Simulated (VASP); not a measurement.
Write the native input for VASP 6.6.1 that does the following.

| Property | Result |
| --- | --- |
| Task | single point |
| Functional | PBEsol |
| Potentials or basis | VASP PAW PBE potentials, release 64 (F) |
| Cutoff | 520 eV |
| k mesh | 19 × 19 × 19 |
| Occupations | fermi-dirac, width 0.08 eV |
| Spin | no spin polarisation |
| Dipole correction | no |
| Further INCAR settings | ALGO = Normal; EDIFF = 1e-06; NBANDS = 10 |

The structure of F lies in POSCAR:

```
F
1.0
    0.0000000000      1.6648066513      1.6648066513
    1.6648066513      0.0000000000      1.6648066513
    1.6648066513      1.6648066513      0.0000000000
F
1
Direct
    0.0000000000      0.0000000000      0.0000000000
```

One way to write it, as run:

INCAR

```
PREC = Accurate
ENCUT = 520
EDIFF = 1E-6
ISMEAR = -1
SIGMA = 0.08
LREAL = False
LASPH = True
NELM = 80
ALGO = Normal
ISIF = 2
LWAVE = False
LCHARG = True
GGA = PS
LELF = True
LVHAR = True
NBANDS = 10
```

KPOINTS

```
Automatic mesh
0
Gamma
  19 19 19
```

Potentials or basis: VASP PAW PBE potentials, release 64 (F).

Command:

```console
$ cat potpaw_PBE.64/F/POTCAR > POTCAR
$ mpirun -np 1 vasp_std > vasp.out
```

It gave:

* Pressure: -0.9 GPa

Caveat: the PAW data sets were made with another functional, which shifts forces and pressure a little; an odd number of electrons without spin polarisation forces a metal; a magnetic or distorted state may lie lower.

It took 14 s on 1 thread of Intel(R) Xeon(R) Platinum 8259CL CPU @ 2.50GHz (Skylake/Cascade Lake), on a shared host, peak memory 0.12 GiB.
